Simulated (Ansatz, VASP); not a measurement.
# Al3Cu in VASP and in Ansatz

Contents of POSCAR:

```
Al3Cu
1.0
    3.5974366187      0.0000000000      0.0000000000
    0.0000000000      3.8891206689      0.0000000000
    0.0000000000      0.0000000000      3.8891206689
Al Cu
3 1
Direct
    0.0000000000      0.5000000000      0.5000000000
    0.5000000000      0.0000000000      0.5000000000
    0.5000000000      0.5000000000      0.0000000000
    0.0000000000      0.0000000000      0.0000000000
```

The input INCAR.step1:

```
SYSTEM = Al3Cu
  PREC = Accurate
  ENCUT = 520
  ISMEAR = 0
  SIGMA = 0.15
  LREAL = .False.
  LASPH = .True.
  NELM = 60
  NBANDS = 18
  GGA = PE
  ALGO = Normal
  EDIFF = 1E-4
  LWAVE = .True.
  LCHARG = .False.
```

The input INCAR.step2:

```
SYSTEM = Al3Cu
  PREC = Accurate
  ENCUT = 520
  EDIFF = 1E-6
  ISMEAR = 0
  SIGMA = 0.15
  LREAL = .False.
  LASPH = .True.
  NELM = 60
  ALGO = Normal
  ISIF = 2
  LWAVE = .False.
  LCHARG = .False.
  METAGGA = R2SCAN
  LMIXTAU = .True.
  NBANDS = 18
  ISTART = 1
```

The input KPOINTS:

```
Automatic mesh
0
Gamma
  12 12 12
  0 0 0
```

Input for Ansatz:

```yaml
crystal:
  lattice:
    - [3.5974366187, 0.0, 0.0]
    - [0.0, 3.8891206689, 0.0]
    - [0.0, 0.0, 3.8891206689]
  atoms:
    - { symbol: Al, position: [0.0, 0.5, 0.5] }
    - { symbol: Al, position: [0.5, 0.0, 0.5] }
    - { symbol: Al, position: [0.5, 0.5, 0.0] }
    - { symbol: Cu, position: [0.0, 0.0, 0.0] }
basis:
  ecutwfc: 500
kpoints:
  mp_grid: { grid: [12, 12, 12] }
hamiltonian:
  xc: r2scan
scf:
  occupations: { method: gaussian, width: 0.15 }
output:
  forces: true
  stress: true
  eigenvalues: true
```

Change from the starting cell: strain -0.0750 x Voigt [1, 0, 0, 0, 0, 0], atoms carried along.

Alike in both runs: task single point; functional r2SCAN; k mesh 12 × 12 × 12; occupations gaussian, width 0.15 eV; no spin polarisation.

```csv
,VASP,Ansatz
version,VASP 6.6.1,Ansatz 0.2.0
potentials or method,"VASP PAW PBE potentials, release 64 (Al, Cu), cutoff 520 eV","scalar-relativistic, plane waves, PAW"
valence electrons in the cell,20,28
```

Ansatz gave:

```
gap on the k mesh at the Fermi level (eV)                     : none
pressure (GPa)                                                : 9.7
traceless stress, the component that is largest in VASP (GPa) : 5.99
```

Problem. Estimate VASP's values.

Solution. gap on the k mesh at the Fermi level (eV): none; pressure (GPa): 9.5; traceless stress, the component that is largest in VASP (GPa): 5.97.

VASP's potentials were made for PBE, not for r2SCAN. A gap of «none» marks a metal or a gap that the smearing closes. VASP's potentials hold 20 valence electrons a cell and Ansatz's 28, so a difference there can come from the potentials and not from the codes.
